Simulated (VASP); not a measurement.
# ZrO2 (Fm-3m) in VASP: single point with r2SCAN

Aim: the single point of ZrO2 with r2SCAN.

Everything below comes from runs of VASP 6.6.1. Logs are shortened: lines on timing, memory, paths and dates and some standing lists are left out, and cuts for length are marked.

### 1 The cell of the first run

It takes space group Fm-3m (No. 225, cubic). Conventional cell: a = 5.070 Å, b = 5.070 Å, c = 5.070 Å, α = 90.00°, β = 90.00°, γ = 90.00°. Within 2.9 Å of Zr (site symmetry m-3m) lie 8 O at 2.20 Å. O (site symmetry -43m) has 4 Zr at 2.20 Å and 6 O at 2.54 Å within 2.9 Å.

### 2 Single point, r2SCAN

Contents of POSCAR:

```
ZrO2
1.0
    0.0000000000      2.5350000000      2.5350000000
    2.5350000000      0.0000000000      2.5350000000
    2.5350000000      2.5350000000      0.0000000000
Zr O
1 2
Direct
    0.0000000000      0.0000000000      0.0000000000
    0.2500000000      0.2500000000      0.2500000000
    0.7500000000      0.7500000000      0.7500000000
```

Contents of INCAR.step1:

```
SYSTEM = ZrO2
ALGO = Normal ; EDIFF = 1E-4
ENCUT = 520 ; GGA = PE
ISMEAR = 0 ; LASPH = .TRUE.
LCHARG = .FALSE. ; LREAL = .FALSE.
LWAVE = .TRUE. ; NBANDS = 19
NELM = 80 ; PREC = Accurate
SIGMA = 0.05
```

Contents of INCAR.step2:

```
SYSTEM = ZrO2
ALGO = Normal ; EDIFF = 1E-6
ENCUT = 520 ; ISIF = 2
ISMEAR = 0 ; ISTART = 1
LASPH = .TRUE. ; LCHARG = .TRUE.
LELF = .TRUE. ; LMIXTAU = .TRUE.
LREAL = .FALSE. ; LVHAR = .TRUE.
LWAVE = .FALSE. ; METAGGA = R2SCAN
NBANDS = 19 ; NELM = 80
PREC = Accurate ; SIGMA = 0.05
```

Contents of KPOINTS:

```
k-points
0
G
  8 8 8
  0 0 0
```

Potentials or basis: VASP PAW PBE potentials, release 64 (Zr_sv, O).

Run with:

```sh
cat potpaw_PBE.64/Zr_sv/POTCAR potpaw_PBE.64/O/POTCAR > POTCAR
cp INCAR.step1 INCAR
mpirun -np 1 vasp_std > vasp.out
cp INCAR.step2 INCAR
mpirun -np 1 vasp_std > vasp.out
```

OUTCAR:

```text
SYSTEM = ZrO2
   EDIFF = 1E-6
   ENCUT = 520
   ISIF = 2
   ISMEAR = 0
   ISTART = 1
   LASPH = .TRUE.
   LREAL = .FALSE.
   METAGGA = R2SCAN
   NELM = 80
   PREC = Accurate

 ion  position               nearest neighbor table
   1  0.000  0.000  0.000-   3 2.20   3 2.20   3 2.20   2 2.20   3 2.20   2 2.20   2 2.20   2 2.20

   2  0.250  0.250  0.250-   1 2.20   1 2.20   1 2.20   1 2.20
   3  0.750  0.750  0.750-   1 2.20   1 2.20   1 2.20   1 2.20

  LATTYP: Found a face centered cubic cell.
 ALAT       =     5.0700000000

  Lattice vectors:

 A1 = (   0.0000000000,   2.5350000000,   2.5350000000)
 A2 = (   2.5350000000,   0.0000000000,   2.5350000000)
 A3 = (   2.5350000000,   2.5350000000,   0.0000000000)

Analysis of symmetry for initial positions (statically):
=====================================================================
 Subroutine PRICEL returns:
 Original cell was already a primitive cell.

 Routine SETGRP: Setting up the symmetry group for a
 face centered cubic supercell.

 Subroutine GETGRP returns: Found 48 space group operations
 (whereof 48 operations were pure point group operations)
 out of a pool of 48 trial point group operations.

The static configuration has the point symmetry O_h .

Analysis of symmetry for dynamics (positions and initial velocities):
=====================================================================
 Subroutine PRICEL returns:
 Original cell was already a primitive cell.

 Routine SETGRP: Setting up the symmetry group for a
 face centered cubic supercell.

 Subroutine GETGRP returns: Found 48 space group operations
 (whereof 48 operations were pure point group operations)
 out of a pool of 48 trial point group operations.

The dynamic configuration has the point symmetry O_h .

 Subroutine INISYM returns: Found 48 space group operations
 (whereof 48 operations are pure point group operations),
 and found     1 'primitive' translations

----------------------------------------------------------------------------------------

                                     Primitive cell

  volume of cell :      32.5810

  direct lattice vectors                    reciprocal lattice vectors
[... 83 lines left out ...]
   ISPIN  =      1    spin polarized calculation?
   LNONCOLLINEAR =      F non collinear calculations
   LSORBIT =      F    spin-orbit coupling
   LASPH  =      T    aspherical Exc in radial PAW
   ENCUT  =  520.0 eV  38.22 Ry    6.18 a.u.   6.67  6.67  6.67*2*pi/ulx,y,z
   NELM   =     80;   NELMIN=  2; NELMDL=  0     # of ELM steps
   EDIFF  = 0.1E-05   stopping-criterion for ELM
   LREAL  =      F    real-space projection
   EDIFFG = 0.1E-04   stopping-criterion for IOM
   NSW    =      0    number of steps for IOM
   IBRION =     -1    ionic relax: 0-MD 1-quasi-New 2-CG
   NFREE  =      0    steps in history (QN), initial steepest desc. (CG)
   ISIF   =      2    stress and relaxation
   ISYM   =      2    0-nonsym 1-usesym 2-fastsym
   POTIM  = 0.5000    time-step for ionic-motion
   TEBEG  =    0.0;   TEEND  =   0.0 temperature during run
   PSTRESS=    0.0 pullay stress
   NELECT =      24.0000    total number of electrons
   NUPDOWN=      -1.0000    fix difference up-down
   EMIN   =  10.00;   EMAX   =-10.00  energy-range for DOS
   EFERMI =   0.00;   METHOD = LEGACY
   ISMEAR =     0;   SIGMA  =   0.05  broadening in eV -4-tet -1-fermi 0-gaus
   EFERMI_NEDOS =   21; number of points for ismear=-14 and -15
   IALGO  =     38    algorithm
   IMIX   =      4    mixing-type and parameters
     AMIX     =   0.40;   BMIX     =  1.00
     AMIX_MAG =   1.60;   BMIX_MAG =  1.00
  volume/ion in A,a.u.               =      10.86        73.29
  Fermi-wavevector in a.u.,A,eV,Ry     =   1.478509  2.793977 29.742181  2.185989
  Thomas-Fermi vector in A             =   2.592781
   LORBIT       =      0    0 simple, 1 ext, 2 COOP (PROOUT), +10 PAW based schemes
   METAGGA = R2SCAN    functional components
   LHFCALC =     F    Hartree Fock is set to
   AEXX    =    0.0000 exact exchange contribution
   IVDW    =     0    specifies the selected vdW correction
   LEPSILON=     F    determine dielectric tensor
   LRPA    =     F    only Hartree local field effects (RPA)
 non-spin polarized calculation
 Gauss-broadening in eV      SIGMA  =   0.05
  energy-cutoff  :      520.00
  volume of cell :       32.58
 maximum number of plane-waves:       893
   NGX = 13   NGY = 13   NGZ = 13

 number of electron      23.9999991 magnetization

 Free energy of the ion-electron system (eV)
  ---------------------------------------------------
  ext. energy  EPLUGINS =         0.00000000
  ---------------------------------------------------
  free energy    TOTEN  =       -45.85099287 eV

  energy without entropy =      -45.85099287  energy(sigma->0) =      -45.85099287

 E-fermi :   7.2715     XC(G=0): -12.6015

 val. band max:        7.0489664813   @ k =   0.5000   0.5000   0.0000
 cond. band min:      10.9556109667   @ k =   0.0000   0.0000   0.0000
 fundamental gap:      3.9066444854
 Fermi energy:         7.2714917361

 k-point     1 :       0.0000    0.0000    0.0000
  band No.  band energies     occupation
      1     -42.4794      2.00000
      2     -19.5751      2.00000
      3     -19.5751      2.00000
      4     -19.5751      2.00000
      5     -12.2035      2.00000
      6      -9.6284      2.00000
[... 505 lines left out ...]
      6     -10.1602      2.00000
[... 11 lines left out ...]
     18      18.3648      0.00000
     19      22.9284      0.00000

 [... further k-points ...]

------------------------ aborting loop because EDIFF is reached ----------------------------------------

  FORCE on cell =-STRESS in cart. coord.  units (eV):
  Direction    XX          YY          ZZ          XY          YZ          ZX
  --------------------------------------------------------------------------------------
  -------------------------------------------------------------------------------------
  Total        0.6833994      0.6833994      0.6833994      0.0000000      0.0000000      0.0000000
  in kB       33.6063477     33.6063477     33.6063477      0.0000000      0.0000000      0.0000000
  external PRESSURE =      33.6063477 kB  Pullay stress =       0.0000000 kB

 VOLUME and BASIS-vectors are now :
 -----------------------------------------------------------------------------
  energy-cutoff  :      520.00
  volume of cell :       32.58
      direct lattice vectors                 reciprocal lattice vectors
     0.000000000  2.535000000  2.535000000    -0.197238659  0.197238659  0.197238659
     2.535000000  0.000000000  2.535000000     0.197238659 -0.197238659  0.197238659
     2.535000000  2.535000000  0.000000000     0.197238659  0.197238659 -0.197238659

 POSITION                                       TOTAL-FORCE (eV/Angst)
 -----------------------------------------------------------------------------------
      0.00000      0.00000      0.00000        -0.000000     -0.000000      0.000000
      1.26750      1.26750      1.26750        -0.000000     -0.000000      0.000000
      3.80250      3.80250      3.80250         0.000000      0.000000     -0.000000
 -----------------------------------------------------------------------------------
    total drift:                                0.000000      0.000000      0.000000

  FREE ENERGIE OF THE ION-ELECTRON SYSTEM (eV)
  ---------------------------------------------------
  free  energy   TOTEN  =       -45.8509928667 eV

  energy  without entropy=      -45.8509928667  energy(sigma->0) =      -45.85099287
```

OSZICAR.step1:

```text
N       E                     dE             d eps       ncg     rms          rms(c)
DAV:   1     0.181250780236E+03    0.18125E+03   -0.14172E+04  1102   0.129E+03
DAV:   2    -0.257440070364E+02   -0.20699E+03   -0.20150E+03  1308   0.348E+02
DAV:   3    -0.346539812839E+02   -0.89100E+01   -0.88649E+01  1582   0.678E+01
DAV:   4    -0.348565223506E+02   -0.20254E+00   -0.20198E+00  1480   0.809E+00
DAV:   5    -0.348604784342E+02   -0.39561E-02   -0.39555E-02  1400   0.970E-01    0.248E+01
DAV:   6    -0.286268835387E+02    0.62336E+01   -0.22907E+01  1182   0.396E+01    0.860E+00
DAV:   7    -0.285751391511E+02    0.51744E-01   -0.97958E-01  1319   0.762E+00    0.696E+00
DAV:   8    -0.285661296833E+02    0.90095E-02   -0.36492E-01  1210   0.562E+00    0.309E+00
DAV:   9    -0.285454005903E+02    0.20729E-01   -0.61152E-02  1220   0.218E+00    0.337E-01
DAV:  10    -0.285466697689E+02   -0.12692E-02   -0.64907E-03  1286   0.765E-01    0.386E-01
DAV:  11    -0.285464196918E+02    0.25008E-03   -0.94662E-04  1216   0.314E-01    0.446E-02
DAV:  12    -0.285464573485E+02   -0.37657E-04   -0.80220E-05   919   0.712E-02
   1 F= -.28546457E+02 E0= -.28546457E+02  d E =-.519654E-19
```

It took 66 s on 1 thread of Intel Xeon Platinum 8259CL at 2.50GHz (Skylake/Cascade Lake), shared host; peak memory 0.17 GiB.

What came out:

```yaml
Free_energy: -45.8510 eV
Pressure: 3.4 GPa
Band_gap_on_the_k_mesh: 3.91 eV, indirect (least direct gap 4.32 eV)
```

Levels at points of the mesh, in eV from the valence-band top:
| k point | band 8 | band 9 | band 10 | band 11 | band 12 | band 13 | band 14 | band 15 | band 16 | band 17 |
| --- | --- | --- | --- | --- | --- | --- | --- | --- | --- | --- |
| (0.00, 0.00, 0.00) | -5.39 | -5.39 | -0.55 | -0.55 | -0.55 | 3.91 | 3.91 | 7.27 | 10.12 | 10.12 |
| (0.50, 0.00, 0.00) | -4.33 | -2.61 | -2.51 | -1.69 | -1.69 | 4.54 | 4.54 | 6.73 | 9.17 | 9.17 |
| (0.50, 0.50, 0.00) | -3.24 | -3.24 | -1.54 | -1.54 | 0.00 | 4.32 | 5.32 | 6.49 | 7.92 | 7.92 |

Caveat: the PAW data sets were made with another functional, which shifts forces and pressure a little. r2SCAN opens gaps a little over a GGA but as a rule still falls short of measured ones.
